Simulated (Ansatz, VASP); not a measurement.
Rh: VASP beside Ansatz

POSCAR

```
Rh
1.0
    0.0000000000      1.9208360000      1.9208360000
    1.9208360000      0.0000000000      1.9208360000
    1.9208360000      1.9208360000      0.0000000000
Rh
1
Direct
    0.0000000000      0.0000000000      0.0000000000
```

The input INCAR.step1:

```
  PREC = Accurate
  ENCUT = 680
  ISMEAR = 1
  SIGMA = 0.0353
  LREAL = False
  LASPH = True
  NELM = 120
  NBANDS = 14
  GGA = PE
  ALGO = Normal
  EDIFF = 1E-5
  LWAVE = True
  LCHARG = False
  GGA_COMPAT = False
```

File INCAR.step2:

```
  PREC = Accurate
  ENCUT = 680
  EDIFF = 1E-6
  ISMEAR = 1
  SIGMA = 0.0353
  LREAL = False
  LASPH = True
  NELM = 120
  ALGO = Normal
  ISIF = 2
  LWAVE = False
  LCHARG = True
  METAGGA = R2SCAN
  LMIXTAU = True
  LELF = True
  LVHAR = True
  NBANDS = 14
  ISTART = 1
  GGA_COMPAT = False
```

Contents of KPOINTS:

```
regular mesh
0
Gamma
  11 11 11
```

Input for Ansatz:

```yaml
crystal:
  lattice:
    - [0.0, 1.920836, 1.920836]
    - [1.920836, 0.0, 1.920836]
    - [1.920836, 1.920836, 0.0]
  atoms:
    - { symbol: Rh, position: [0.0, 0.0, 0.0] }
  symmetry: { tolerance: 0.0003 }
kpoints:
  mp_grid: { grid: [11, 11, 11], shift: [0, 0, 0] }
  band_path:
    path:
      - [0.0, 0.0, 0.0]
      - [0.5, 0.0, 0.5]
      - [0.625, 0.25, 0.625]
      - [0.375, 0.375, 0.75]
      - [0.0, 0.0, 0.0]
      - [0.5, 0.5, 0.5]
      - [0.5, 0.25, 0.75]
      - [0.5, 0.0, 0.5]
    npoints: 8
magnetization:
  spin_polarized: false
scf:
  occupations: { method: methfessel_paxton, width: 0.0353 }
  lower_state_search: "off"
  max_iter: 200
hamiltonian:
  pseudopotentials: { kind: paw }
  xc: r2scan
basis:
  ecutwfc: 500
  fft_grid_basis: typed
output:
  forces: true
  stress: true
  eigenvalues: true
  bader: true
  populations: true
  elf: true
  write_potential: true
  volumetric_format: npy
  dos:
    e_range: [-12, 8]
    de: 0.05
    projected: { site_lists: { Rh: [Rh] } }
checkpoint:
  read: saved_state
```

Alike in both runs: task single point; functional r2SCAN; k mesh 11 × 11 × 11; occupations methfessel-paxton of order 1, width 0.0353 eV; no spin polarisation.

```csv
,VASP,Ansatz
version,VASP 6.6.1,Ansatz 0.2.0
potentials or method,"VASP PAW PBE potentials, release 64 (Rh_sv_GW), cutoff 680 eV",PAW plane waves
valence electrons in the cell,17,17
```

|  | VASP | Ansatz | Ansatz less VASP |
| --- | --- | --- | --- |
| pressure (GPa) | -8.2 | -8.2 | -0.09 |

VASP's potentials were made for PBE, not for r2SCAN. The functional is the same, so the differences come from potentials, cutoffs and numerics.
